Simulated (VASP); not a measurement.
# SiW16 (a cell with a defect) in VASP: further runs, part 2 of 2

VASP 6.6.1.

**3. Single point, PBE**

Input file INCAR:

```
SYSTEM = SiW16
PREC = Accurate
ENCUT = 520
EDIFF = 1E-6
ISMEAR = -1
SIGMA = 0.05
LREAL = Auto
LASPH = .True.
NELM = 80
ALGO = Normal
ISIF = 2
LWAVE = .False.
LCHARG = .False.
GGA = PE
NBANDS = 128
```

Input file KPOINTS:

```
regular mesh
0
Gamma
  2 2 2
  0 0 0
```

Input file POSCAR:

```
SiW16
1.0
    6.3200000000      0.0000000000      0.0000000000
    0.0000000000      6.3200000000      0.0000000000
    0.0000000000      0.0000000000      6.3200000000
W Si
16 1
Direct
    0.0567721519     -0.0188607595     -0.0031170886
    0.4136392405     -0.0284177215     -0.0296993671
    0.0038291139      0.4957278481     -0.0107278481
    0.0308386076     -0.0270886076      0.4880379747
    0.2454272152      0.2448417722      0.2471677215
    0.4790348101      0.4868354430      0.0049367089
    0.5107436709     -0.0247468354      0.4838132911
    0.7607753165      0.2427848101      0.2647468354
    0.0074208861      0.5021993671      0.4881329114
    0.2479746835      0.7044462025      0.2496993671
    0.2725316456      0.2399208861      0.7191930380
    0.5174525316      0.4801898734      0.4831962025
    0.7382911392      0.7068196203      0.2269620253
    0.7709177215      0.2472784810      0.7123734177
    0.2545727848      0.7080854430      0.7131645570
    0.7683386076      0.7376582278      0.7539715190
    0.7278164557      0.0172151899     -0.0016613924
```

Potentials or basis: VASP PAW PBE potentials, release 64 (W_sv, Si).

The run is started by

```console
> cat potpaw_PBE.64/W_sv/POTCAR potpaw_PBE.64/Si/POTCAR > POTCAR
> mpirun -np 1 vasp_std > vasp.out
```

OUTCAR:

```text
SYSTEM = SiW16
   PREC = Accurate
   ENCUT = 520
   EDIFF = 1E-6
   ISMEAR = -1
   LREAL = Auto
   LASPH = .True.
   NELM = 80
   ISIF = 2
   GGA = PE

 ion  position               nearest neighbor table
   1  0.057  0.981  0.997-  17 2.09   2 2.26   5 2.59  10 2.66  11 2.76  15 2.78  16 2.84   8 3.02
                            13 3.03  14 3.05   3 3.09   4 3.11   4 3.22   3 3.27
   2  0.414  0.972  0.970-  17 2.01   1 2.26  11 2.49  15 2.53  10 2.66   5 2.68  16 3.01   6 3.10
                            13 3.10   7 3.14  14 3.29   6 3.29   7 3.30   8 3.35
   3  0.004  0.496  0.989-  16 2.60  10 2.61  13 2.62  15 2.71   5 2.74  14 2.77   8 2.82  11 2.90
                             6 3.01   1 3.09   9 3.15   9 3.17   1 3.27   6 3.32
   4  0.031  0.973  0.488-  15 2.61  10 2.65   5 2.67  11 2.70  14 2.78  16 2.79   8 2.80   9 2.98
                            13 2.99   7 3.03   1 3.11   1 3.22   7 3.29   9 3.35
   5  0.245  0.245  0.247-   1 2.59   6 2.62   4 2.67   2 2.68   9 2.69  12 2.72   3 2.74   7 2.82
                            10 2.90  11 2.99   8 3.07   8 3.26  11 3.34  10 3.42
   6  0.479  0.487  0.005-  10 2.53  13 2.57   5 2.62  15 2.71  11 2.72   8 2.87  16 2.89   3 3.01
                            14 3.02  12 3.03   2 3.10   2 3.29  12 3.31   3 3.32
   7  0.511  0.975  0.484-   8 2.70  11 2.70  15 2.75  13 2.75  14 2.78  16 2.80  10 2.81   5 2.82
                             4 3.03  12 3.13   2 3.14  12 3.19   4 3.29   2 3.30
   8  0.761  0.243  0.265-  17 2.22  12 2.55   9 2.67   7 2.70   4 2.80   3 2.82  14 2.83   6 2.87
                            13 2.95   1 3.02   5 3.07   5 3.26   2 3.35  13 3.40  14 3.49
   9  0.007  0.502  0.488-  15 2.48  10 2.49  14 2.62   8 2.67   5 2.69  13 2.70  16 2.71  11 2.77
                             4 2.98  12 3.10   3 3.15   3 3.17  12 3.23   4 3.35
  10  0.248  0.704  0.250-   9 2.49   6 2.53   3 2.61   4 2.65   2 2.66   1 2.66  12 2.66   7 2.81
                             5 2.90  15 2.93  13 3.10  13 3.22  15 3.39   5 3.42
  11  0.273  0.240  0.719-   2 2.49  12 2.63   7 2.70   4 2.70   6 2.72   1 2.76   9 2.77   3 2.90
                            15 2.96   5 2.99  14 3.15  14 3.17   5 3.34  15 3.36
  12  0.517  0.480  0.483-   8 2.55  13 2.57  14 2.61  11 2.63  15 2.64  10 2.66   5 2.72  16 2.84
                             6 3.03   9 3.10   7 3.13   7 3.19   9 3.23   6 3.31
  13  0.738  0.707  0.227-  17 2.44   6 2.57  12 2.57   3 2.62   9 2.70   7 2.75   8 2.95   4 2.99
                            16 3.00   1 3.03  10 3.10   2 3.10  10 3.22  16 3.34   8 3.40
  14  0.771  0.247  0.712-  17 2.34  12 2.61   9 2.62   3 2.77   4 2.78   7 2.78   8 2.83   6 3.02
[... 194 lines left out ...]

 Free energy of the ion-electron system (eV)
  ---------------------------------------------------
  ext. energy  EPLUGINS =         0.00000000
  ---------------------------------------------------
  free energy    TOTEN  =      -201.41534590 eV

  energy without entropy =     -201.37823545  energy(sigma->0) =     -201.39679068

 E-fermi :  12.0426     XC(G=0): -13.7980

 val. band max:       11.9437209166   @ k =   0.0000   0.5000   0.5000
 cond. band min:      12.0812800971   @ k =   0.0000   0.5000   0.5000
 fundamental gap:      0.1375591805
 Fermi energy:        12.0426411378

 k-point     1 :       0.0000    0.0000    0.0000
  band No.  band energies     occupation
      1     -61.9374      2.00000
      2     -61.8864      2.00000
      3     -61.8394      2.00000
      4     -61.8164      2.00000
      5     -61.7974      2.00000
      6     -61.7801      2.00000
[... 1021 lines left out ...]
    125      14.2598      0.00000
    126      14.3732      0.00000
 [bands above 126 left out]

------------------------ aborting loop because EDIFF is reached ----------------------------------------

  FORCE on cell =-STRESS in cart. coord.  units (eV):
  Direction    XX          YY          ZZ          XY          YZ          ZX
  --------------------------------------------------------------------------------------
  -------------------------------------------------------------------------------------
  Total       81.4282088     46.8474166     50.0614514      3.4518363      2.8044966      2.0382953
  in kB      516.8139518    297.3342883    317.7333373     21.9083433     17.7997651     12.9367876
  external PRESSURE =     377.2938591 kB  Pullay stress =       0.0000000 kB

 VOLUME and BASIS-vectors are now :
 -----------------------------------------------------------------------------
  energy-cutoff  :      520.00
  volume of cell :      252.44
      direct lattice vectors                 reciprocal lattice vectors
     6.320000000  0.000000000  0.000000000     0.158227848  0.000000000  0.000000000
     0.000000000  6.320000000  0.000000000     0.000000000  0.158227848  0.000000000
     0.000000000  0.000000000  6.320000000     0.000000000  0.000000000  0.158227848

 POSITION                                       TOTAL-FORCE (eV/Angst)
 -----------------------------------------------------------------------------------
      0.35880      6.20080      6.30030        -0.772876     -0.203664     -0.449658
      2.61420      6.14040      6.13230         0.190062     -0.853022      0.893883
      0.02420      3.13300      6.25220        -0.109473     -2.337844     -0.690174
      0.19490      6.14880      3.08440        -2.323731      1.304856     -0.227748
      1.55110      1.54740      1.56210         0.906171     -0.545636      0.794142
      3.02750      3.07680      0.03120         2.067246     -1.676461     -2.773587
[... 9 lines left out ...]
      4.85590      4.66200      4.76510        -1.124007     -0.740889     -2.329702
      4.59980      0.10880      6.30950         2.154750      0.002957     -0.291499
 -----------------------------------------------------------------------------------
    total drift:                               -0.003865     -0.011456     -0.004823

  FREE ENERGIE OF THE ION-ELECTRON SYSTEM (eV)
  ---------------------------------------------------
  free  energy   TOTEN  =      -201.4153458954 eV

  energy  without entropy=     -201.3782354550  energy(sigma->0) =     -201.39679068
```

OSZICAR:

```text
N       E                     dE             d eps       ncg     rms          rms(c)
DAV:   1     0.356853670774E+04    0.35685E+04   -0.12853E+05  2048   0.213E+03
DAV:   2     0.106726139673E+03   -0.34618E+04   -0.34055E+04  2048   0.721E+02
DAV:   3    -0.192884245866E+03   -0.29961E+03   -0.28461E+03  2376   0.181E+02
DAV:   4    -0.211261710789E+03   -0.18377E+02   -0.17574E+02  2416   0.354E+01
DAV:   5    -0.212021555962E+03   -0.75985E+00   -0.74961E+00  2464   0.650E+00    0.973E+01
DAV:   6    -0.203634148508E+03    0.83874E+01   -0.27851E+01  2504   0.240E+01    0.434E+01
DAV:   7    -0.203089484834E+03    0.54466E+00   -0.25904E+01  2560   0.243E+01    0.867E+00
DAV:   8    -0.201420109006E+03    0.16694E+01   -0.11929E+01  2592   0.156E+01    0.244E+00
DAV:   9    -0.201441343678E+03   -0.21235E-01   -0.10046E+00  2480   0.459E+00    0.230E+00
DAV:  10    -0.201419852672E+03    0.21491E-01   -0.10968E-01  2528   0.194E+00    0.123E+00
DAV:  11    -0.201415991442E+03    0.38612E-02   -0.33568E-02  2632   0.860E-01    0.260E-01
DAV:  12    -0.201415513131E+03    0.47831E-03   -0.86195E-03  2560   0.577E-01    0.149E-01
DAV:  13    -0.201415325789E+03    0.18734E-03   -0.15574E-03  2544   0.246E-01    0.983E-02
DAV:  14    -0.201415344431E+03   -0.18642E-04   -0.32244E-04  2456   0.905E-02    0.742E-02
DAV:  15    -0.201415344460E+03   -0.29264E-07   -0.87703E-05  2528   0.599E-02    0.274E-02
DAV:  16    -0.201415345559E+03   -0.10988E-05   -0.24381E-05  2504   0.299E-02    0.705E-03
DAV:  17    -0.201415345895E+03   -0.33648E-06   -0.44580E-06  1808   0.106E-02
   1 F= -.20141535E+03 E0= -.20139679E+03  d E =-.371104E-01
```

Run time: 8.7 min. Hardware: 1 thread of Oxide Virtual Turin-like, shared host; peak memory 0.39 GiB.

Results:

- Free energy: -201.4153 eV
- Pressure: 37.7 GPa
- Largest force: 3.844 eV/Å
- Band gap on the k mesh: zero (bands 114 and 115 overlap by 1.25 eV)

Forces in eV/Å, atoms in the order of the input:
```
W   -0.773 -0.204 -0.450
W    0.190 -0.853  0.894
W   -0.109 -2.338 -0.690
W   -2.324  1.305 -0.228
W    0.906 -0.546  0.794
W    2.067 -1.676 -2.774
W   -0.077  0.311 -0.148
W    0.428  0.607 -0.097
W   -0.938 -3.299  0.087
W    0.639  2.562 -0.016
W   -1.885  1.118 -0.410
W   -0.965  0.291  1.470
W    1.061  2.812  1.467
W   -0.066 -0.330  1.478
W    0.815  0.979  1.242
W   -1.124 -0.741 -2.330
Si   2.155  0.003 -0.291
```

Levels at points of the mesh, in eV from the Fermi level:
| k point | band 110 | band 111 | band 112 | band 113 | band 114 | band 115 | band 116 | band 117 | band 118 | band 119 |
| --- | --- | --- | --- | --- | --- | --- | --- | --- | --- | --- |
| (0.00, 0.00, 0.00) | -0.49 | -0.42 | -0.16 | 0.23 | 0.43 | 0.47 | 0.65 | 0.75 | 0.84 | 1.00 |
| (0.50, 0.00, 0.00) | -0.82 | -0.68 | -0.47 | -0.25 | -0.12 | 0.23 | 0.62 | 0.77 | 0.99 | 1.15 |
| (0.00, 0.50, 0.00) | -0.80 | -0.74 | -0.70 | -0.56 | -0.22 | 0.32 | 0.42 | 0.54 | 0.61 | 0.79 |
| (0.00, 0.00, 0.50) | -0.77 | -0.65 | -0.54 | -0.48 | -0.16 | 0.32 | 0.40 | 0.55 | 0.70 | 0.75 |
| (0.50, 0.50, 0.00) | -1.12 | -0.81 | -0.68 | -0.44 | -0.29 | -0.11 | 0.11 | 0.39 | 0.47 | 1.08 |
| (0.00, 0.50, 0.50) | -0.77 | -0.67 | -0.54 | -0.36 | -0.24 | -0.10 | 0.04 | 0.57 | 0.70 | 0.85 |
| (0.50, 0.00, 0.50) | -1.03 | -0.91 | -0.81 | -0.39 | -0.25 | -0.15 | 0.20 | 0.25 | 0.41 | 1.14 |
| (0.50, 0.50, 0.50) | -2.18 | -2.11 | -1.85 | -1.04 | 1.10 | 1.18 | 1.41 | 1.43 | 1.56 | 1.64 |

Caveat: the k points lie up to 0.50 Å⁻¹ apart, too coarse for converged energies and pressures of a metal; spin-orbit coupling is left out, which moves the levels of the heavy elements.

**4. Single point, PBE**

Input file INCAR:

```
SYSTEM = SiW16
  ALGO = Normal
  EDIFF = 1E-6
  ENCUT = 520
  GGA = PE
  ISIF = 2
  ISMEAR = -1
  LASPH = .True.
  LCHARG = .False.
  LREAL = Auto
  LWAVE = .False.
  NBANDS = 128
  NELM = 80
  PREC = Accurate
  SIGMA = 0.05
```

Input file KPOINTS:

```
k-points
0
Gamma
  2 2 2
  0 0 0
```

Input file POSCAR:

```
SiW16
1.0
    6.3200000000      0.0000000000      0.0000000000
    0.0000000000      6.3200000000      0.0000000000
    0.0000000000      0.0000000000      6.3200000000
W Si
16 1
Direct
    0.0433702532     -0.0408227848      0.0221993671
    0.4200632911      0.0158860759     -0.0047784810
   -0.0396044304      0.4732436709     -0.0312658228
   -0.0399208861     -0.0220411392      0.4987500000
    0.2114398734      0.2650316456      0.2555221519
    0.4463765823      0.5056170886      0.0028006329
    0.4590822785     -0.0210601266      0.4753006329
    0.7273101266      0.2232753165      0.2249525316
   -0.0433702532      0.4810284810      0.4762816456
    0.2112500000      0.7180537975      0.2600949367
    0.2024525316      0.2623417722      0.7341297468
    0.4355221519      0.4832120253      0.4767721519
    0.7173259494      0.7225158228      0.2269778481
    0.7035917722      0.2942405063      0.7083860759
    0.2166772152      0.7246202532      0.7222943038
    0.7393670886      0.7105537975      0.7323259494
    0.7511867089      0.0222943038     -0.1112974684
```

The run is started by

```console
> cat potpaw_PBE.64/W_sv/POTCAR potpaw_PBE.64/Si/POTCAR > POTCAR
> mpirun -np 1 vasp_std > vasp.out
```

Wall time 6.6 min (1 thread of Oxide Virtual Turin-like, shared host); peak memory 0.39 GiB.

It converged, with:

| Item | Value |
| --- | --- |
| Free energy | -200.8487 eV |
| Pressure | 37.5 GPa |
| Largest force | 4.204 eV/Å |
| Band gap on the k mesh | zero (bands 114 and 115 overlap by 0.52 eV) |

Forces on the atoms (eV/Å):
```
W    0.345 -0.222  0.743
W    0.626 -1.582 -0.527
W    0.971  1.380  2.912
W    0.368  0.901 -0.759
W   -0.714 -3.242 -1.517
W    1.259 -1.251 -1.851
W    0.873  0.741  1.359
W   -1.165  0.687  0.943
W    0.241  0.649 -0.817
W    0.545  0.909 -0.404
W    0.924 -2.717 -0.479
W    3.806  1.301  1.225
W   -0.469  1.685  0.620
W   -3.419  0.523 -2.293
W    0.584  1.303  0.793
W   -3.024  0.154 -1.107
Si  -1.750 -1.221  1.158
```

Stress tensor (GPa, compression positive):
```
41.90 -5.11  4.56
-5.11 40.28 -3.85
 4.56 -3.85 30.43
```

Levels at points of the mesh, in eV from the Fermi level:
```csv
k point,band 112,band 113,band 114,band 115,band 116,band 117
"(0.00, 0.00, 0.00)",-0.14,0.25,0.29,0.31,0.51,0.63
"(0.50, 0.00, 0.00)",-0.56,-0.35,-0.20,-0.02,0.29,0.72
"(0.00, 0.50, 0.00)",-0.59,-0.36,0.00,0.13,0.31,0.53
"(0.00, 0.00, 0.50)",-0.63,-0.38,-0.19,0.22,0.34,0.49
"(0.50, 0.50, 0.00)",-0.81,-0.60,-0.52,-0.23,0.04,0.36
"(0.00, 0.50, 0.50)",-0.57,-0.47,-0.30,-0.16,0.41,0.46
"(0.50, 0.00, 0.50)",-0.80,-0.47,-0.36,-0.02,0.33,0.40
"(0.50, 0.50, 0.50)",-1.59,-0.57,0.14,0.43,1.23,1.52
```

Caveat: the k points lie up to 0.50 Å⁻¹ apart, too coarse for converged energies and pressures of a metal; spin-orbit coupling is left out, which moves the levels of the heavy elements.

**5. The runs side by side**

```tsv
cell	gap on the mesh (eV)	pressure (GPa)	largest force (eV/Å)
as given, atomic positions A	none	40.3	5.18
as given, atomic positions B	none	37.7	3.84
as given, atomic positions C	none	37.5	4.20
```

Alike in all rows: task single point; level PBE; potentials or basis VASP PAW PBE potentials, release 64 (W_sv, Si); no spin polarisation; k mesh 2 × 2 × 2; cutoff (eV) 520; smearing fermi-dirac 0.05 eV.

Caveats: all runs use coarse meshes; spin-orbit coupling is left out, which moves the levels of the heavy elements; the atoms stand as in a frame of molecular dynamics (at least some runs).

Total energies depend on the potentials used, so only differences within one code and one set of settings carry meaning.

The gap in the log of VASP goes by the Fermi energy; the results here count the filled bands.